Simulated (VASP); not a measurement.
# MgO (Fm-3m) in VASP: a series of runs

Runs on MgO. Level: r2SCAN. Tasks: single point.

All numbers are computed with VASP 6.6.1; they aren't measurements. Logs are shortened: lines on timing, memory, paths and dates and some standing lists are left out, and cuts for length are marked.

## Step 1: The cell of the first run

It takes space group Fm-3m (No. 225, cubic). The conventional cell has a = 4.150 Å, b = 4.150 Å, c = 4.150 Å, α = 90.00°, β = 90.00°, γ = 90.00°. Mg (site symmetry m-3m) has 6 O at 2.08 Å within 2.7 Å. O (site symmetry m-3m) has 6 Mg at 2.08 Å within 2.7 Å.

## Step 2: Single point, r2SCAN

The input, POSCAR:

```
MgO
1.0
    0.0000000000      2.0751600144      2.0751600144
    2.0751600144      0.0000000000      2.0751600144
    2.0751600144      2.0751600144      0.0000000000
Mg O
1 1
Direct
    0.0000000000      0.0000000000      0.0000000000
    0.5000000000      0.5000000000      0.5000000000
```

The input, INCAR.step1:

```
PREC = Accurate
ENCUT = 920
ISMEAR = 0
SIGMA = 0.01
LREAL = F
LASPH = T
NELM = 120
NBANDS = 15
GGA = PE
ALGO = Normal
EDIFF = 1E-5
LWAVE = T
LCHARG = F
GGA_COMPAT = F
```

The input, INCAR.step2:

```
PREC = Accurate
ENCUT = 920
EDIFF = 1E-6
ISMEAR = 0
SIGMA = 0.01
LREAL = F
LASPH = T
NELM = 120
ALGO = Normal
ISIF = 2
LWAVE = F
LCHARG = F
METAGGA = R2SCAN
LMIXTAU = T
NBANDS = 15
ISTART = 1
GGA_COMPAT = F
```

The input, KPOINTS:

```
Automatic mesh
0
Gamma
  10 10 10
```

Potentials or basis: VASP PAW PBE potentials, release 64 (Mg_sv, O).

The run is started by

```console
> cat potpaw_PBE.64/Mg_sv/POTCAR potpaw_PBE.64/O/POTCAR > POTCAR
> cp INCAR.step1 INCAR
> mpirun -np 1 vasp_std > vasp.out
> cp INCAR.step2 INCAR
> mpirun -np 1 vasp_std > vasp.out
```

OUTCAR:

```text
PREC = Accurate
   ENCUT = 920
   EDIFF = 1E-6
   ISMEAR = 0
   LREAL = F
   LASPH = T
   NELM = 120
   ISIF = 2
   METAGGA = R2SCAN
   ISTART = 1

 ion  position               nearest neighbor table
   1  0.000  0.000  0.000-   2 2.08   2 2.08   2 2.08   2 2.08   2 2.08   2 2.08
   2  0.500  0.500  0.500-   1 2.08   1 2.08   1 2.08   1 2.08   1 2.08   1 2.08

  LATTYP: Found a face centered cubic cell.
 ALAT       =     4.1503200288

  Lattice vectors:

 A1 = (   0.0000000000,   2.0751600144,   2.0751600144)
 A2 = (   2.0751600144,   0.0000000000,   2.0751600144)
 A3 = (   2.0751600144,   2.0751600144,   0.0000000000)

Analysis of symmetry for initial positions (statically):
=====================================================================
 Subroutine PRICEL returns:
 Original cell was already a primitive cell.

 Routine SETGRP: Setting up the symmetry group for a
 face centered cubic supercell.

 Subroutine GETGRP returns: Found 48 space group operations
 (whereof 48 operations were pure point group operations)
 out of a pool of 48 trial point group operations.

The static configuration has the point symmetry O_h .

Analysis of symmetry for dynamics (positions and initial velocities):
=====================================================================
 Subroutine PRICEL returns:
 Original cell was already a primitive cell.

 Routine SETGRP: Setting up the symmetry group for a
 face centered cubic supercell.

 Subroutine GETGRP returns: Found 48 space group operations
 (whereof 48 operations were pure point group operations)
 out of a pool of 48 trial point group operations.

The dynamic configuration has the point symmetry O_h .

 Subroutine INISYM returns: Found 48 space group operations
 (whereof 48 operations are pure point group operations),
 and found     1 'primitive' translations

----------------------------------------------------------------------------------------

                                     Primitive cell

  volume of cell :      17.8725

  direct lattice vectors                    reciprocal lattice vectors
     0.000000000  2.075160014  2.075160014    -0.240945275  0.240945275  0.240945275
     2.075160014  0.000000000  2.075160014     0.240945275 -0.240945275  0.240945275
     2.075160014  2.075160014  0.000000000     0.240945275  0.240945275 -0.240945275

  length of vectors
     2.934719436  2.934719436  2.934719436     0.417329458  0.417329458  0.417329458

  position of ions in fractional coordinates (direct lattice)
     0.000000000  0.000000000  0.000000000
     0.500000000  0.500000000  0.500000000

  ion indices of the primitive-cell ions
   primitive index   ion index
                 1           1
                 2           2

----------------------------------------------------------------------------------------

 KPOINTS: Automatic mesh

Automatic generation of k-mesh.
 Grid dimensions read from file:
 generate k-points for:   10   10   10

 Generating k-lattice:

  Cartesian coordinates                     Fractional coordinates (reciprocal lattice)
    -0.024094527  0.024094527  0.024094527     0.100000000  0.000000000  0.000000000
     0.024094527 -0.024094527  0.024094527     0.000000000  0.100000000  0.000000000
     0.024094527  0.024094527 -0.024094527     0.000000000  0.000000000  0.100000000

  Length of vectors
     0.041732946  0.041732946  0.041732946

  Shift w.r.t. Gamma in fractional coordinates (k-lattice)
     0.000000000  0.000000000  0.000000000

 Subroutine IBZKPT returns following result:
 ===========================================

 Found     47 irreducible k-points:

 Following reciprocal coordinates:
            Coordinates               Weight
  0.000000  0.000000  0.000000      1.000000
  0.100000  0.000000  0.000000      8.000000
  0.200000  0.000000  0.000000      8.000000
  0.300000  0.000000  0.000000      8.000000
  0.400000  0.000000  0.000000      8.000000
  0.500000  0.000000  0.000000      4.000000
[... 16 lines left out ...]
  0.300000  0.300000  0.000000      6.000000
  0.400000  0.300000  0.000000     24.000000
 [... further k-points ...]
   k-points           NKPTS =     47   k-points in BZ     NKDIM =     47   number of bands    NBANDS=     15
   number of dos      NEDOS =    301   number of ions     NIONS =      2
   total plane-waves  NPLWV =  27000
   dimension x,y,z NGX =    30 NGY =   30 NGZ =   30
   dimension x,y,z NGXF=    60 NGYF=   60 NGZF=   60
   ions per type =               1   1
   NGX,Y,Z   is equivalent  to a cutoff of  16.99, 16.99, 16.99 a.u.
   NGXF,Y,Z  is equivalent  to a cutoff of  33.99, 33.99, 33.99 a.u.
 SYSTEM =  unknown system
   PREC   = accura    normal or accurate (medium, high low for compatibility)
   ISTART =      1    job   : 0-new  1-cont  2-samecut
   ICHARG =      0    charge: 1-file 2-atom 10-const
   ISPIN  =      1    spin polarized calculation?
   LNONCOLLINEAR =      F non collinear calculations
   LSORBIT =      F    spin-orbit coupling
   LASPH  =      T    aspherical Exc in radial PAW
   ENCUT  =  920.0 eV  67.62 Ry    8.22 a.u.   7.26  7.26  7.26*2*pi/ulx,y,z
   NELM   =    120;   NELMIN=  2; NELMDL=  0     # of ELM steps
   EDIFF  = 0.1E-05   stopping-criterion for ELM
   LREAL  =      F    real-space projection
   EDIFFG = 0.1E-04   stopping-criterion for IOM
   NSW    =      0    number of steps for IOM
   IBRION =     -1    ionic relax: 0-MD 1-quasi-New 2-CG
   NFREE  =      0    steps in history (QN), initial steepest desc. (CG)
   ISIF   =      2    stress and relaxation
   ISYM   =      2    0-nonsym 1-usesym 2-fastsym
   POTIM  = 0.5000    time-step for ionic-motion
   TEBEG  =    0.0;   TEEND  =   0.0 temperature during run
   PSTRESS=    0.0 pullay stress
   NELECT =      16.0000    total number of electrons
   NUPDOWN=      -1.0000    fix difference up-down
   EMIN   =  10.00;   EMAX   =-10.00  energy-range for DOS
   EFERMI =   0.00;   METHOD = LEGACY
   ISMEAR =     0;   SIGMA  =   0.01  broadening in eV -4-tet -1-fermi 0-gaus
   EFERMI_NEDOS =   21; number of points for ismear=-14 and -15
   IALGO  =     38    algorithm
   IMIX   =      4    mixing-type and parameters
     AMIX     =   0.40;   BMIX     =  1.00
     AMIX_MAG =   1.60;   BMIX_MAG =  1.00
  volume/ion in A,a.u.               =       8.94        60.30
  Fermi-wavevector in a.u.,A,eV,Ry     =   1.577805  2.981618 33.871263  2.489468
  Thomas-Fermi vector in A             =   2.678431
   LORBIT       =      0    0 simple, 1 ext, 2 COOP (PROOUT), +10 PAW based schemes
   METAGGA = R2SCAN    functional components
   LHFCALC =     F    Hartree Fock is set to
   AEXX    =    0.0000 exact exchange contribution
   IVDW    =     0    specifies the selected vdW correction
   LEPSILON=     F    determine dielectric tensor
   LRPA    =     F    only Hartree local field effects (RPA)
 non-spin polarized calculation
 Gauss-broadening in eV      SIGMA  =   0.01
  energy-cutoff  :      920.00
  volume of cell :       17.87
 maximum number of plane-waves:      1158
 NGX is ok and might be reduce to    30
   NGX = 15   NGY = 15   NGZ = 15

 number of electron      16.0000007 magnetization

 Free energy of the ion-electron system (eV)
  ---------------------------------------------------
  ext. energy  EPLUGINS =         0.00000000
  ---------------------------------------------------
  free energy    TOTEN  =       -16.13608658 eV

  energy without entropy =      -16.13608658  energy(sigma->0) =      -16.13608658

 E-fermi :   2.8740     XC(G=0): -12.2894

 val. band max:        2.8231360151   @ k =   0.0000   0.0000   0.0000
 cond. band min:       8.9272080432   @ k =   0.0000   0.0000   0.0000
 fundamental gap:      6.1040720281
 Fermi energy:         2.8740225230

 k-point     1 :       0.0000    0.0000    0.0000
  band No.  band energies     occupation
      1     -71.9848      2.00000
      2     -37.0672      2.00000
      3     -37.0672      2.00000
      4     -37.0672      2.00000
      5     -15.5946      2.00000
      6       2.8231      2.00000
      7       2.8231      2.00000
      8       2.8231      2.00000
      9       8.9272      0.00000
     10      19.9475      0.00000
     11      19.9475      0.00000
     12      19.9475      0.00000
     13      24.1857      0.00000
     14      26.0598      0.00000
     15      26.0598      0.00000

 k-point     2 :       0.1000    0.0000    0.0000
  band No.  band energies     occupation
      1     -71.9839      2.00000
      2     -37.0771      2.00000
      3     -37.0681      2.00000
      4     -37.0681      2.00000
      5     -15.4789      2.00000
      6       2.1853      2.00000
      7       2.7480      2.00000
      8       2.7480      2.00000
      9       9.5385      0.00000
     10      18.6879      0.00000
     11      20.2184      0.00000
     12      20.2184      0.00000
     13      25.4258      0.00000
     14      25.4258      0.00000
     15      25.9733      0.00000

 k-point     3 :       0.2000    0.0000    0.0000
  band No.  band energies     occupation
      1     -71.9813      2.00000
      2     -37.1030      2.00000
      3     -37.0705      2.00000
      4     -37.0705      2.00000
      5     -15.1615      2.00000
      6       0.8276      2.00000
      7       2.5578      2.00000
      8       2.5578      2.00000
      9      10.7448      0.00000
     10      17.1910      0.00000
     11      20.8006      0.00000
     12      20.8006      0.00000
     13      24.7587      0.00000
     14      24.7587      0.00000
     15      27.4043      0.00000
[... 343 lines left out ...]
 k-point    23 :       0.3000    0.3000    0.0000
  band No.  band energies     occupation
      1     -71.9760      2.00000
      2     -37.1254      2.00000
      3     -37.0889      2.00000
      4     -37.0889      2.00000
      5     -14.5399      2.00000
      6      -0.4325      2.00000
      7       1.8289      2.00000
      8       1.8289      2.00000
      9      13.2014      0.00000
     10      14.3138      0.00000
     11      19.0395      0.00000
     12      22.6457      0.00000
     13      22.6457      0.00000
     14      28.8892      0.00000
     15      32.8460      0.00000

 k-point    24 :       0.4000    0.3000    0.0000
  band No.  band energies     occupation
      1     -71.9740      2.00000
      2     -37.1377      2.00000
      3     -37.0952      2.00000
      4     -37.0924      2.00000
      5     -14.2834      2.00000
      6      -0.8865      2.00000
      7       1.4470      2.00000
      8       1.6707      2.00000
      9      13.7975      0.00000
     10      14.2526      0.00000
     11      18.1682      0.00000
     12      22.9823      0.00000
     13      23.2112      0.00000
     14      29.7396      0.00000
     15      32.3231      0.00000

 [... further k-points ...]

------------------------ aborting loop because EDIFF is reached ----------------------------------------

  FORCE on cell =-STRESS in cart. coord.  units (eV):
  Direction    XX          YY          ZZ          XY          YZ          ZX
  --------------------------------------------------------------------------------------
  -------------------------------------------------------------------------------------
  Total        0.8411550      0.8411550      0.8411550     -0.0000000     -0.0000000      0.0000000
  in kB       75.4052949     75.4052949     75.4052949     -0.0000000     -0.0000000      0.0000000
  external PRESSURE =      75.4052949 kB  Pullay stress =       0.0000000 kB

 VOLUME and BASIS-vectors are now :
 -----------------------------------------------------------------------------
  energy-cutoff  :      920.00
  volume of cell :       17.87
      direct lattice vectors                 reciprocal lattice vectors
     0.000000000  2.075160014  2.075160014    -0.240945275  0.240945275  0.240945275
     2.075160014  0.000000000  2.075160014     0.240945275 -0.240945275  0.240945275
     2.075160014  2.075160014  0.000000000     0.240945275  0.240945275 -0.240945275

 POSITION                                       TOTAL-FORCE (eV/Angst)
 -----------------------------------------------------------------------------------
      0.00000      0.00000      0.00000         0.000000      0.000000      0.000000
      2.07516      2.07516      2.07516         0.000000      0.000000     -0.000000
 -----------------------------------------------------------------------------------
    total drift:                                0.000000      0.000000      0.000000

  FREE ENERGIE OF THE ION-ELECTRON SYSTEM (eV)
  ---------------------------------------------------
  free  energy   TOTEN  =       -16.1360865756 eV

  energy  without entropy=      -16.1360865756  energy(sigma->0) =      -16.13608658
```

Run time: 53 s. Hardware: 1 thread of Intel Xeon 6975P-C (Granite Rapids), shared host; peak memory 0.18 GiB.

Results:

```
Free energy            : -16.1361 eV
Pressure               : 7.5 GPa
Band gap on the k mesh : 6.10 eV
```

Caveat: the cell stands under pressure; the PAW data sets were made with another functional, which shifts forces and pressure a little.

## Step 3: Single point, r2SCAN

This run uses another cell than the first one, of 9.24 Å³/atom.

The input, POSCAR:

```
MgO
1.0
    0.0000000000      2.0980562905      2.0980562905
    2.0980562905      0.0000000000      2.0980562905
    2.0980562905      2.0980562905      0.0000000000
Mg O
1 1
Direct
    0.0000000000      0.0000000000      0.0000000000
    0.5000000000      0.5000000000      0.5000000000
```

The input, INCAR.step1:

```
  PREC = Accurate
  ENCUT = 920
  ISMEAR = 0
  SIGMA = 0.01
  LREAL = F
  LASPH = T
  NELM = 120
  NBANDS = 15
  GGA = PE
  ALGO = Normal
  EDIFF = 1E-5
  LWAVE = T
  LCHARG = F
  GGA_COMPAT = F
```

The input, INCAR.step2:

```
  PREC = Accurate
  ENCUT = 920
  EDIFF = 1E-6
  ISMEAR = 0
  SIGMA = 0.01
  LREAL = F
  LASPH = T
  NELM = 120
  ALGO = Normal
  ISIF = 2
  LWAVE = F
  LCHARG = F
  METAGGA = R2SCAN
  LMIXTAU = T
  NBANDS = 15
  ISTART = 1
  GGA_COMPAT = F
```

The input, KPOINTS:

```
regular mesh
0
Gamma
  10 10 10
```

Potentials or basis: VASP PAW PBE potentials, release 64 (Mg_sv, O).

The run is started by

```console
> cat potpaw_PBE.64/Mg_sv/POTCAR potpaw_PBE.64/O/POTCAR > POTCAR
> cp INCAR.step1 INCAR
> mpirun -np 1 vasp_std > vasp.out
> cp INCAR.step2 INCAR
> mpirun -np 1 vasp_std > vasp.out
```

OUTCAR:

```text
PREC = Accurate
   ENCUT = 920
   EDIFF = 1E-6
   ISMEAR = 0
   LREAL = F
   LASPH = T
   NELM = 120
   ISIF = 2
   METAGGA = R2SCAN
   ISTART = 1

 ion  position               nearest neighbor table
   1  0.000  0.000  0.000-   2 2.10   2 2.10   2 2.10   2 2.10   2 2.10   2 2.10
   2  0.500  0.500  0.500-   1 2.10   1 2.10   1 2.10   1 2.10   1 2.10   1 2.10

  LATTYP: Found a face centered cubic cell.
 ALAT       =     4.1961125810

  Lattice vectors:

 A1 = (   0.0000000000,   2.0980562905,   2.0980562905)
 A2 = (   2.0980562905,   0.0000000000,   2.0980562905)
 A3 = (   2.0980562905,   2.0980562905,   0.0000000000)

Analysis of symmetry for initial positions (statically):
=====================================================================
 Subroutine PRICEL returns:
 Original cell was already a primitive cell.

 Routine SETGRP: Setting up the symmetry group for a
 face centered cubic supercell.

 Subroutine GETGRP returns: Found 48 space group operations
 (whereof 48 operations were pure point group operations)
 out of a pool of 48 trial point group operations.

[... 176 lines left out ...]
      5     -15.6596      2.00000
      6       2.5856      2.00000
      7       2.5856      2.00000
      8       2.5856      2.00000
      9       8.3467      0.00000
     10      19.5153      0.00000
     11      19.5153      0.00000
     12      19.5153      0.00000
     13      23.6547      0.00000
     14      25.4982      0.00000
[... 401 lines left out ...]
      2     -37.4902      2.00000
      3     -37.4532      2.00000
      4     -37.4507      2.00000
      5     -14.4257      2.00000
      6      -1.0127      2.00000
      7       1.2582      2.00000
      8       1.4736      2.00000
      9      13.3141      0.00000
     10      13.8008      0.00000
     11      17.5600      0.00000
     12      22.2908      0.00000
     13      22.5110      0.00000
     14      29.0790      0.00000
     15      31.3845      0.00000

 [... further k-points ...]

------------------------ aborting loop because EDIFF is reached ----------------------------------------

  FORCE on cell =-STRESS in cart. coord.  units (eV):
  Direction    XX          YY          ZZ          XY          YZ          ZX
  --------------------------------------------------------------------------------------
  -------------------------------------------------------------------------------------
  Total        0.1723863      0.1723863      0.1723863      0.0000000      0.0000000     -0.0000000
  in kB       14.9531206     14.9531206     14.9531206      0.0000000      0.0000000     -0.0000000
  external PRESSURE =      14.9531206 kB  Pullay stress =       0.0000000 kB

 VOLUME and BASIS-vectors are now :
 -----------------------------------------------------------------------------
  energy-cutoff  :      920.00
  volume of cell :       18.47
      direct lattice vectors                 reciprocal lattice vectors
     0.000000000  2.098056291  2.098056291    -0.238315817  0.238315817  0.238315817
     2.098056291  0.000000000  2.098056291     0.238315817 -0.238315817  0.238315817
     2.098056291  2.098056291  0.000000000     0.238315817  0.238315817 -0.238315817

 POSITION                                       TOTAL-FORCE (eV/Angst)
 -----------------------------------------------------------------------------------
      0.00000      0.00000      0.00000        -0.000000     -0.000000      0.000000
      2.09806      2.09806      2.09806         0.000000      0.000000     -0.000000
 -----------------------------------------------------------------------------------
    total drift:                                0.000000      0.000000      0.000000

  FREE ENERGIE OF THE ION-ELECTRON SYSTEM (eV)
  ---------------------------------------------------
  free  energy   TOTEN  =       -16.1537859726 eV

  energy  without entropy=      -16.1537859726  energy(sigma->0) =      -16.15378597
```

OUTCAR.step1:

```text
PREC = Accurate
   ENCUT = 920
   ISMEAR = 0
   LREAL = F
   LASPH = T
[... 653 lines left out ...]
 -----------------------------------------------------------------------------------
      0.00000      0.00000      0.00000        -0.000000     -0.000000     -0.000000
      2.09806      2.09806      2.09806         0.000000      0.000000      0.000000
 -----------------------------------------------------------------------------------
    total drift:                                0.000000      0.000000      0.000000

  FREE ENERGIE OF THE ION-ELECTRON SYSTEM (eV)
  ---------------------------------------------------
  free  energy   TOTEN  =       -11.8653265704 eV

  energy  without entropy=      -11.8653265704  energy(sigma->0) =      -11.86532657
```

Wall time 2.5 min (1 thread of AMD EPYC 7R43 (Zen 3), shared host); peak memory 0.15 GiB.

What came out:

```yaml
Free_energy: -16.1538 eV
Pressure: 1.5 GPa
Band_gap_on_the_k_mesh: 5.76 eV
```

Levels at points of the mesh, in eV from the valence-band top:
```csv
k point,band 4,band 5,band 6,band 7,band 8,band 9,band 10,band 11,band 12,band 13
"(0.00, 0.00, 0.00)",-40.01,-18.25,0.00,0.00,0.00,5.76,16.93,16.93,16.93,21.07
"(0.50, 0.00, 0.00)",-40.02,-16.94,-4.65,-0.69,-0.69,8.91,13.98,17.63,17.63,22.69
"(0.50, 0.50, 0.00)",-40.04,-16.73,-4.12,-1.38,-1.38,10.06,11.28,14.44,20.64,20.64
```

Caveat: the PAW data sets were made with another functional, which shifts forces and pressure a little.
